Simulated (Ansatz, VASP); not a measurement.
Given: the input of a run of VASP 6.6.1 on PtSe.

Contents of INCAR:

```
PREC     = Accurate       # precision mode
ENCUT    = 600            # plane-wave cutoff, eV
EDIFF    = 1E-7           # SCF threshold, eV
ISMEAR   = -1             # smearing method
SIGMA    = 0.05           # smearing width, eV
LREAL    = F              # projectors in reciprocal space
LASPH    = T              # aspherical terms in the spheres
NELM     = 60             # most SCF steps
ALGO     = Normal         # electronic algorithm
ISIF     = 3              # what is computed and relaxed
LWAVE    = F              # write WAVECAR
LCHARG   = F              # write CHGCAR
GGA      = B5             # functional
ALDAX    = 1.0          
AGGAX    = 1.0          
AGGAC    = 1.0          
ALDAC    = 0.0          
IBRION   = 2              # ionic algorithm
NSW      = 60             # ionic steps
EDIFFG   = -0.01          # ionic threshold
```

Contents of KPOINTS:

```
regular mesh
0
Gamma
  8 8 7
```

POSCAR

```
PtSe
1.0
    3.7018703300      0.0000000000      0.0000000000
   -1.8509351600      3.2059137500      0.0000000000
    0.0000000000      0.0000000000      3.6128420300
Pt Se
1 1
Direct
    0.0000000000      0.0000000000      0.0000000000
    0.6666666667      0.3333333333      0.5000000000
```

Potentials or basis: VASP PAW PBE potentials, release 64 (Pt, Se).

Run with:

```console
$ cat potpaw_PBE.64/Pt/POTCAR potpaw_PBE.64/Se/POTCAR > POTCAR
$ mpirun -np 1 vasp_std > vasp.out
```

Task: Translate it to Ansatz 0.2.0. Potentials there: Ansatz PAW.

Result: As run (the cutoff follows the program's own potentials):

input.yaml

```yaml
crystal:
  lattice:
    - [3.70187033, 0.0, 0.0]
    - [-1.85093516, 3.20591375, 0.0]
    - [0.0, 0.0, 3.61284203]
  atoms:
    - { symbol: Pt, position: [0.0, 0.0, 0.0] }
    - { symbol: Se, position: [0.6666666667, 0.3333333333, 0.5] }
hamiltonian:
  xc: blyp
  pseudopotentials: { kind: paw }
kpoints:
  mp_grid: { grid: [8, 8, 7] }
scf:
  occupations: { method: fermi_dirac, width: 0.05 }
output:
  forces: true
  stress: true
  eigenvalues: true
relax:
  f_tol: 0.01
  max_steps: 40
  cell: { stress_tol: 0.05 }
```

Potentials or basis: Ansatz PAW.

Run with:

```console
$ ansatz run input.yaml --threads 2 --pin off --max-ram 5632MiB --backend cpu --events-out ev --progress --plain --runs-dir out
```

Both were run:

|  | VASP | Ansatz | Ansatz less VASP |
| --- | --- | --- | --- |
| gap on the k mesh at the Fermi level, each at its own relaxed structure (eV) | none | none | - |
| relaxed volume (Å³/atom) | 20.79 | 20.69 | -0.099 |
| relaxed cell length with the largest relative difference (Å) | 3.819 | 3.811 | -0.0081 |

VASP's potentials were made for PBE, not for BLYP. A gap of «none» marks a metal or a gap that the smearing closes. VASP's potentials hold 16 valence electrons a cell and Ansatz's 34, so a difference there can come from the potentials and not from the codes.

Neither program's run includes spin-orbit coupling. Noted on Ansatz's run: the plane-wave basis is chosen anew once the cell has moved, so the energies of steps on either side of that aren't comparable.
